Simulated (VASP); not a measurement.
# CsPbCl3 (R-3m) in VASP: notebook

CsPbCl3 is run at these levels: LDA; tasks: single point.

All numbers are computed with VASP 6.6.1; they aren't measurements. Logs are shortened: lines on timing, memory, paths and dates and some standing lists are left out, and cuts for length are marked.

## 1. The cell of the first run

It takes space group R-3m (No. 166, trigonal). The conventional cell has a = 7.069 Å, b = 7.069 Å, c = 12.207 Å, α = 90.00°, β = 90.00°, γ = 120.00°. Within 4.6 Å of Cs (site symmetry -3m) lie 12 Cl at 3.53 to 4.55 Å and 6 Pb at 4.56 Å. Within 3.8 Å of Pb (site symmetry -3m) lie 6 Cl at 2.88 Å. Within 3.8 Å of Cl (site symmetry 2/m) lie 2 Pb at 2.88 Å and 2 Cs at 3.53 Å and 4 Cl at 3.53 Å.

## 2. Single point, LDA

INCAR reads:

```
PREC = Accurate
ENCUT = 520
EDIFF = 1E-6
ISMEAR = 0
SIGMA = 0.05
LREAL = False
LASPH = True
NELM = 60
ALGO = Normal
ISIF = 2
LWAVE = False
LCHARG = False
NBANDS = 30
```

KPOINTS reads:

```
Automatic mesh
0
Gamma
  6 6 6
```

POSCAR reads:

```
CsPbCl3
1.0
    5.6815788331      0.6831223817      0.6831223817
    0.6831223817      5.6815788331      0.6831223817
    0.6831223817      0.6831223817      5.6815788331
Cs Pb Cl
1 1 3
Direct
    0.0000000000      0.0000000000      0.0000000000
    0.5000000000      0.5000000000      0.5000000000
    0.0000000000      0.5000000000      0.5000000000
    0.5000000000      0.0000000000      0.5000000000
    0.5000000000      0.5000000000      0.0000000000
```

Potentials or basis: VASP PAW LDA potentials, release 64 (Cs_sv, Pb_d, Cl).

On the command line:

```console
> cat potpaw_LDA.64/Cs_sv/POTCAR potpaw_LDA.64/Pb_d/POTCAR potpaw_LDA.64/Cl/POTCAR > POTCAR
> mpirun -np 1 vasp_std > vasp.out
```

OUTCAR:

```text
PREC = Accurate
   ENCUT = 520
   EDIFF = 1E-6
   ISMEAR = 0
   LREAL = False
   LASPH = True
   NELM = 60
   ISIF = 2

 ion  position               nearest neighbor table
   1  0.000  0.000  0.000-
   2  0.500  0.500  0.500-   3 2.88   4 2.88   5 2.88   5 2.88   4 2.88   3 2.88
   3  0.000  0.500  0.500-   2 2.88   2 2.88
   4  0.500  0.000  0.500-   2 2.88   2 2.88
   5  0.500  0.500  0.000-   2 2.88   2 2.88

  LATTYP: Found a trigonal (rhomboedric) cell.
 ALAT       =     5.7631285265
 COS(alpha) =     0.2477620922

  Lattice vectors:

 A1 = (   5.6815788331,   0.6831223817,   0.6831223817)
 A2 = (   0.6831223817,   5.6815788331,   0.6831223817)
 A3 = (   0.6831223817,   0.6831223817,   5.6815788331)

Analysis of symmetry for initial positions (statically):
=====================================================================
 Subroutine PRICEL returns:
 Original cell was already a primitive cell.

 Routine SETGRP: Setting up the symmetry group for a
 trigonal (rhombohedral) supercell.

 Subroutine GETGRP returns: Found 12 space group operations
 (whereof 12 operations were pure point group operations)
 out of a pool of 12 trial point group operations.

The static configuration has the point symmetry D_3d.

Analysis of symmetry for dynamics (positions and initial velocities):
=====================================================================
 Subroutine PRICEL returns:
 Original cell was already a primitive cell.

 Routine SETGRP: Setting up the symmetry group for a
 trigonal (rhombohedral) supercell.

 Subroutine GETGRP returns: Found 12 space group operations
 (whereof 12 operations were pure point group operations)
 out of a pool of 12 trial point group operations.

The dynamic configuration has the point symmetry D_3d.

 Subroutine INISYM returns: Found 12 space group operations
 (whereof 12 operations are pure point group operations),
 and found     1 'primitive' translations

----------------------------------------------------------------------------------------

                                     Primitive cell

  volume of cell :     176.0868

  direct lattice vectors                    reciprocal lattice vectors
     5.681578833  0.683122382  0.683122382     0.180670432 -0.019391329 -0.019391329
     0.683122382  5.681578833  0.683122382    -0.019391329  0.180670432 -0.019391329
     0.683122382  0.683122382  5.681578833    -0.019391329 -0.019391329  0.180670432

  length of vectors
     5.763128527  5.763128527  5.763128527     0.182739849  0.182739849  0.182739849

  position of ions in fractional coordinates (direct lattice)
     0.000000000  0.000000000  0.000000000
     0.500000000  0.500000000  0.500000000
     0.000000000  0.500000000  0.500000000
     0.500000000  0.000000000  0.500000000
     0.500000000  0.500000000  0.000000000

  ion indices of the primitive-cell ions
   primitive index   ion index
                 1           1
                 2           2
                 3           3
                 4           4
                 5           5

----------------------------------------------------------------------------------------

 KPOINTS: Automatic mesh

Automatic generation of k-mesh.
 Grid dimensions read from file:
 generate k-points for:    6    6    6

 Generating k-lattice:

  Cartesian coordinates                     Fractional coordinates (reciprocal lattice)
     0.030111739 -0.003231888 -0.003231888     0.166666667 -0.000000000 -0.000000000
    -0.003231888  0.030111739 -0.003231888    -0.000000000  0.166666667 -0.000000000
    -0.003231888 -0.003231888  0.030111739    -0.000000000 -0.000000000  0.166666667

  Length of vectors
     0.030456641  0.030456641  0.030456641

  Shift w.r.t. Gamma in fractional coordinates (k-lattice)
     0.000000000  0.000000000  0.000000000

 Subroutine IBZKPT returns following result:
 ===========================================

 Found     32 irreducible k-points:

 Following reciprocal coordinates:
            Coordinates               Weight
  0.000000  0.000000  0.000000      1.000000
  0.166667 -0.000000 -0.000000      6.000000
  0.333333 -0.000000  0.000000      6.000000
  0.500000 -0.000000 -0.000000      3.000000
  0.166667  0.166667  0.000000      6.000000
  0.333333  0.166667  0.000000     12.000000
[... 16 lines left out ...]
  0.500000  0.500000  0.166667      6.000000
 -0.333333  0.500000  0.166667     12.000000
 [... further k-points ...]
   k-points           NKPTS =     32   k-points in BZ     NKDIM =     32   number of bands    NBANDS=     30
   number of dos      NEDOS =    301   number of ions     NIONS =      5
   total plane-waves  NPLWV = 110592
   dimension x,y,z NGX =    48 NGY =   48 NGZ =   48
   dimension x,y,z NGXF=    96 NGYF=   96 NGZF=   96
   ions per type =               1   1   3
   NGX,Y,Z   is equivalent  to a cutoff of  13.85, 13.85, 13.85 a.u.
   NGXF,Y,Z  is equivalent  to a cutoff of  27.69, 27.69, 27.69 a.u.
 SYSTEM =  unknown system
   PREC   = accura    normal or accurate (medium, high low for compatibility)
   ISTART =      0    job   : 0-new  1-cont  2-samecut
   ICHARG =      2    charge: 1-file 2-atom 10-const
   ISPIN  =      1    spin polarized calculation?
   LNONCOLLINEAR =      F non collinear calculations
   LSORBIT =      F    spin-orbit coupling
   LASPH  =      T    aspherical Exc in radial PAW
   ENCUT  =  520.0 eV  38.22 Ry    6.18 a.u.  10.72 10.72 10.72*2*pi/ulx,y,z
   NELM   =     60;   NELMIN=  2; NELMDL= -5     # of ELM steps
   EDIFF  = 0.1E-05   stopping-criterion for ELM
   LREAL  =      F    real-space projection
   EDIFFG = 0.1E-04   stopping-criterion for IOM
   NSW    =      0    number of steps for IOM
   IBRION =     -1    ionic relax: 0-MD 1-quasi-New 2-CG
   NFREE  =      0    steps in history (QN), initial steepest desc. (CG)
   ISIF   =      2    stress and relaxation
   ISYM   =      2    0-nonsym 1-usesym 2-fastsym
   POTIM  = 0.5000    time-step for ionic-motion
   TEBEG  =    0.0;   TEEND  =   0.0 temperature during run
   PSTRESS=    0.0 pullay stress
   NELECT =      44.0000    total number of electrons
   NUPDOWN=      -1.0000    fix difference up-down
   EMIN   =  10.00;   EMAX   =-10.00  energy-range for DOS
   EFERMI =   0.00;   METHOD = LEGACY
   ISMEAR =     0;   SIGMA  =   0.05  broadening in eV -4-tet -1-fermi 0-gaus
   EFERMI_NEDOS =   21; number of points for ismear=-14 and -15
   IALGO  =     38    algorithm
   IMIX   =      4    mixing-type and parameters
     AMIX     =   0.40;   BMIX     =  1.00
     AMIX_MAG =   1.60;   BMIX_MAG =  1.00
  volume/ion in A,a.u.               =      35.22       237.66
  Fermi-wavevector in a.u.,A,eV,Ry     =   1.031138  1.948568 14.466333  1.063245
  Thomas-Fermi vector in A             =   2.165271
   LORBIT       =      0    0 simple, 1 ext, 2 COOP (PROOUT), +10 PAW based schemes
   GGA     = CA    functional components
   LHFCALC =     F    Hartree Fock is set to
   AEXX    =    0.0000 exact exchange contribution
   IVDW    =     0    specifies the selected vdW correction
   LEPSILON=     F    determine dielectric tensor
   LRPA    =     F    only Hartree local field effects (RPA)
 non-spin polarized calculation
 Gauss-broadening in eV      SIGMA  =   0.05
  energy-cutoff  :      520.00
  volume of cell :      176.09
 maximum number of plane-waves:      4776
 NGX is ok and might be reduce to    48
   NGX = 21   NGY = 21   NGZ = 21

 number of electron      44.0000006 magnetization

 Free energy of the ion-electron system (eV)
  ---------------------------------------------------
  ext. energy  EPLUGINS =         0.00000000
  ---------------------------------------------------
  free energy    TOTEN  =       -18.94466707 eV

  energy without entropy =      -18.94466707  energy(sigma->0) =      -18.94466707

 E-fermi :   1.1011     XC(G=0):  -8.2446

 val. band max:        0.8478741346   @ k =   0.5000   0.5000   0.5000
 cond. band min:       2.5950664521   @ k =   0.5000   0.5000   0.5000
 fundamental gap:      1.7471923175
 Fermi energy:         1.1011087556

 k-point     1 :       0.0000    0.0000    0.0000
  band No.  band energies     occupation
      1     -19.5237      2.00000
      2     -15.5183      2.00000
      3     -15.5183      2.00000
      4     -15.4180      2.00000
      5     -15.4180      2.00000
      6     -15.3524      2.00000
[... 22 lines left out ...]
     29       6.7702      0.00000
     30       7.3172      0.00000

 k-point     2 :       0.1667   -0.0000   -0.0000
  band No.  band energies     occupation
      1     -19.5228      2.00000
      2     -15.5182      2.00000
      3     -15.5070      2.00000
      4     -15.4183      2.00000
      5     -15.4164      2.00000
      6     -15.3512      2.00000
[... 22 lines left out ...]
     29       7.1800      0.00000
     30       7.5341      0.00000

 k-point     3 :       0.3333   -0.0000    0.0000
  band No.  band energies     occupation
      1     -19.5213      2.00000
      2     -15.5182      2.00000
      3     -15.4864      2.00000
      4     -15.4189      2.00000
      5     -15.4121      2.00000
      6     -15.3476      2.00000
[... 22 lines left out ...]
     29       7.5290      0.00000
     30       8.0812      0.00000

 k-point     4 :       0.5000   -0.0000   -0.0000
  band No.  band energies     occupation
      1     -19.5205      2.00000
      2     -15.5181      2.00000
      3     -15.4774      2.00000
      4     -15.4192      2.00000
      5     -15.4092      2.00000
      6     -15.3450      2.00000
[... 616 lines left out ...]
     29       7.6163      0.00000
     30       8.1249      0.00000

 k-point    23 :       0.5000    0.5000    0.1667
  band No.  band energies     occupation
      1     -19.5192      2.00000
      2     -15.4860      2.00000
      3     -15.4575      2.00000
      4     -15.4132      2.00000
      5     -15.3941      2.00000
      6     -15.3420      2.00000
[... 22 lines left out ...]
     29       7.5883      0.00000
     30       8.0760      0.00000

 k-point    24 :      -0.3333    0.5000    0.1667
  band No.  band energies     occupation
      1     -19.5191      2.00000
      2     -15.4892      2.00000
      3     -15.4626      2.00000
      4     -15.4139      2.00000
      5     -15.3999      2.00000
      6     -15.3431      2.00000
[... 22 lines left out ...]
     29       7.7187      0.00000
     30       8.1129      0.00000

 [... further k-points ...]
[... 5 lines left out ...]
  --------------------------------------------------------------------------------------
  -------------------------------------------------------------------------------------
  Total       -1.8146373     -1.8146373     -1.8146373     -1.6060722     -1.6060722     -1.6060722
  in kB      -16.5110074    -16.5110074    -16.5110074    -14.6133164    -14.6133164    -14.6133164
  external PRESSURE =     -16.5110074 kB  Pullay stress =       0.0000000 kB

 VOLUME and BASIS-vectors are now :
 -----------------------------------------------------------------------------
  energy-cutoff  :      520.00
  volume of cell :      176.09
      direct lattice vectors                 reciprocal lattice vectors
     5.681578833  0.683122382  0.683122382     0.180670432 -0.019391329 -0.019391329
     0.683122382  5.681578833  0.683122382    -0.019391329  0.180670432 -0.019391329
     0.683122382  0.683122382  5.681578833    -0.019391329 -0.019391329  0.180670432

 POSITION                                       TOTAL-FORCE (eV/Angst)
 -----------------------------------------------------------------------------------
      0.00000      0.00000      0.00000        -0.000000      0.000000     -0.000000
      3.52391      3.52391      3.52391        -0.000000     -0.000000      0.000000
      0.68312      3.18235      3.18235        -0.000000      0.000000      0.000000
      3.18235      0.68312      3.18235        -0.000000      0.000000     -0.000000
      3.18235      3.18235      0.68312         0.000000      0.000000     -0.000000
 -----------------------------------------------------------------------------------
    total drift:                               -0.000000     -0.000000     -0.000000

  FREE ENERGIE OF THE ION-ELECTRON SYSTEM (eV)
  ---------------------------------------------------
  free  energy   TOTEN  =       -18.9446670696 eV

  energy  without entropy=      -18.9446670696  energy(sigma->0) =      -18.94466707
```

Wall time 4.9 min (1 thread of Oxide Virtual Turin-like, shared host); peak memory 0.32 GiB.

What came out:

| Quantity | Value |
| --- | --- |
| Free energy | -18.9447 eV |
| Pressure | -1.7 GPa |
| Band gap on the k mesh | 1.75 eV, direct |

Levels at points of the mesh, in eV from the valence-band top:
```tsv
k point	band 18	band 19	band 20	band 21	band 22	band 23	band 24	band 25	band 26	band 27
(0.00, 0.00, 0.00)	-2.01	-2.01	-1.35	-0.93	-0.93	3.68	4.59	4.59	5.01	5.01
(0.50, 0.00, 0.00)	-1.94	-1.80	-1.78	-1.23	-1.06	2.71	4.20	5.07	5.68	6.28
(0.50, 0.50, 0.00)	-1.92	-1.91	-1.88	-0.94	-0.61	2.29	2.63	5.02	5.66	6.13
(0.50, 0.50, 0.50)	-2.01	-1.25	-0.84	-0.84	0.00	1.75	1.75	2.74	5.83	6.13
```

Caveat: spin-orbit coupling is left out, which moves the levels of the heavy elements. A k mesh can miss the band edges.

[end of part 1 of 2]
